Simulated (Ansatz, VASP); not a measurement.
# W3C: VASP beside Ansatz

```
W C
1.0
    -1.75804    1.75804    4.52995
     1.75804   -1.75804    4.52995
     1.75804    1.75804   -4.52995
W C
3 1
Direct
  0.50000 0.50000 0.00000
  0.25000 0.75000 0.50000
  0.75000 0.25000 0.50000
  0.00000 0.00000 0.00000
```

Alike in both runs: functional PBE; k mesh 18 × 18 × 18; occupations gaussian, width 0.1 eV; no spin polarisation.

Ansatz relaxed the structure, and its values are those at the end. VASP's run is a single point on that final structure, the one shown.

```csv
,VASP,Ansatz
version,VASP 6.6.1,Ansatz 0.2.0
potentials or method,"VASP PAW PBE potentials, release 64 (W_sv, C), cutoff 520 eV","scalar-relativistic, plane waves, PAW"
valence electrons in the cell,46,46
```

Ansatz gave:

```
gap on the k mesh at the Fermi level (eV) : none
pressure (GPa)                            : 0.0
```

Task: Which values does VASP return?

Result: gap on the k mesh at the Fermi level (eV): none; pressure (GPa): 1.0.

A gap of «none» marks a metal or a gap that the smearing closes. With one functional, cell and mesh, what is left measures potentials, basis and numerics.

Spin-orbit coupling is off throughout.
